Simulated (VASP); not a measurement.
A run of VASP 6.6.1 is set up as follows.

File INCAR:

```
SYSTEM = GaN
ALGO = Normal ; EDIFF = 1E-8
ENCUT = 520 ; GGA = PS
IBRION = 8 ; ISIF = 2
ISMEAR = -1 ; LASPH = .True.
LCHARG = .False. ; LREAL = .False.
LWAVE = .False. ; NELM = 100
NSW = 1 ; PREC = Accurate
SIGMA = 0.15
```

The input KPOINTS:

```
k-points
0
Gamma
  16 16 16
  0 0 0
```

File POSCAR:

```
GaN
1.0
    2.6581000000      0.0000000000      0.0000000000
    0.0000000000      2.6581000000      0.0000000000
    0.0000000000      0.0000000000      2.6581000000
Ga N
1 1
Direct
    0.0000000000      0.0000000000      0.0000000000
    0.5000000000      0.5000000000      0.5000000000
```

Potentials or basis: VASP PAW PBE potentials, release 64 (Ga_d, N).

Launch:

```console
$ cat potpaw_PBE.64/Ga_d/POTCAR potpaw_PBE.64/N/POTCAR > POTCAR
$ mpirun -np 1 vasp_std > vasp.out
```

**Question.** Predict the highest phonon frequency at Γ, LO-TO splitting left out.

**Answer.** 0 cm⁻¹.

**Question.** Predict the most unstable mode.

**Answer.** 231i cm⁻¹.

Phonon frequencies in cm⁻¹ (negative: imaginary):
```tsv
q point	frequencies
(0.000, 0.000, 0.000)	-231 -231 -231 0 0 0
```

Caveat: the cell wasn't relaxed at this level first, which shifts response properties; some modes are imaginary.
